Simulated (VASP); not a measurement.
Wanted: the native input for a VASP 6.6.1 run.

```yaml
Task: relaxation of cell and atoms
Functional: PBE
Potentials_or_basis: VASP PAW PBE potentials, release 64 (Rb_sv, H)
Cutoff: 600 eV
k_mesh: 6 × 6 × 2
Occupations: gaussian, width 0.1 eV
Spin: no spin polarisation
Dipole_correction: no
Further_INCAR_settings: ALGO = Normal; EDIFF = 1e-06; IBRION = 2; EDIFFG = -0.04; NSW = 90; ISIF = 3
```

The structure of Rb2H3 lies in POSCAR:

```
Rb2H3
1.0
    3.9670719900      0.0000000000      0.0000000000
   -1.9835359900      3.4355851200      0.0000000000
    0.0000000000      0.0000000000      7.7780381300
Rb H
2 3
Direct
    0.6666666700      0.3333333300      0.3116585200
    0.6666666700      0.3333333300      0.6883414800
    0.0000000000      0.0000000000      0.4246133500
    0.0000000000      0.0000000000      0.5753866500
    0.6666666700      0.3333333300      0.0000000000
```

The cell was generated, and may not be a known phase.

The input as run:

INCAR

```
PREC     = Accurate       # precision mode
ENCUT    = 600            # plane-wave cutoff, eV
EDIFF    = 1E-6           # SCF threshold, eV
ISMEAR   = 0              # smearing method
SIGMA    = 0.1            # smearing width, eV
LREAL    = F              # projectors in reciprocal space
LASPH    = T              # aspherical terms in the spheres
NELM     = 60             # most SCF steps
ALGO     = Normal         # electronic algorithm
ISIF     = 3              # what is computed and relaxed
LWAVE    = F              # write WAVECAR
LCHARG   = F              # write CHGCAR
GGA      = PE             # functional
IBRION   = 2              # ionic algorithm
NSW      = 90             # ionic steps
EDIFFG   = -0.04          # ionic threshold
```

KPOINTS

```
Automatic mesh
0
Gamma
  6 6 2
```

Potentials or basis: VASP PAW PBE potentials, release 64 (Rb_sv, H).

Run with:

```sh
$ cat potpaw_PBE.64/Rb_sv/POTCAR potpaw_PBE.64/H/POTCAR > POTCAR
$ mpirun -np 1 vasp_std > vasp.out
```

Results of the run:

The relaxed volume is 50.67 Å³/atom and the relaxed cell is a = 4.909 Å, b = 4.909 Å, c = 12.141 Å, α = 90.00°, β = 90.00°, γ = 120.00°. The space group after relaxing (to 0.1 Å) is P-6m2 (No. 187), the pressure after relaxing is 0.0 GPa and the largest force after relaxing is 0.025 eV/Å. The band gap on the k mesh is zero (an odd number of electrons rules out a gap without spin polarisation).

Caveat: the k points lie up to 0.26 Å⁻¹ apart in the final cell, too coarse for converged energies and pressures of a metal; the volume moved by over 15 % at a fixed basis, so the end points are rough; an odd number of electrons without spin polarisation forces a metal; a magnetic or distorted state may lie lower.

Run time: 9.5 min on 1 thread of AMD EPYC 9R45 96-Core Processor (Zen 5) (shared host), peak memory 0.22 GiB.
